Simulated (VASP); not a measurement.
Input of a VASP 6.6.1 run:

Contents of INCAR:

```
PREC = Accurate
ENCUT = 520
EDIFF = 1E-6
ISMEAR = 0
SIGMA = 0.0051
LREAL = F
LASPH = T
NELM = 80
ALGO = Fast
ISIF = 2
LWAVE = F
LCHARG = F
GGA = PE
NBANDS = 30
```

File KPOINTS:

```
Automatic mesh
0
Gamma
  6 4 4
```

Contents of POSCAR:

```
BPd4
1.0
    2.8920299704      0.0000000000      0.0000000000
    0.0000000000      4.3650077954      0.0000000000
    0.0000000000      0.0000000000      5.8563150000
B Pd
1 4
Direct
    0.5000000000      0.0000000000      0.8632270000
    0.5000000000      0.5000000000      0.8675610000
    0.0000000000      0.5000000000      0.3291640000
    0.0000000000      0.0000000000      0.6194700000
    0.5000000000      0.0000000000      0.1975780000
```

Potentials or basis: VASP PAW PBE potentials, release 64 (B, Pd).

Run with:

```sh
$ cat potpaw_PBE.64/B/POTCAR potpaw_PBE.64/Pd/POTCAR > POTCAR
$ mpirun -np 1 vasp_std > vasp.out
```

**Question.** Predict the largest force.

**Answer.** 0.228 eV/Å.

**Question.** Estimate the pressure.

**Answer.** -1.3 GPa.

**Question.** Predict the band gap on the k mesh.

**Answer.** Zero (an odd number of electrons rules out a gap without spin polarisation).

Forces on the atoms (eV/Å):
```
B    0.000  0.000  0.133
Pd   0.000  0.000  0.126
Pd   0.000  0.000 -0.025
Pd   0.000  0.000 -0.006
Pd   0.000  0.000 -0.228
```

Caveat: the k points lie up to 0.36 Å⁻¹ apart, too coarse for converged energies and pressures of a metal.
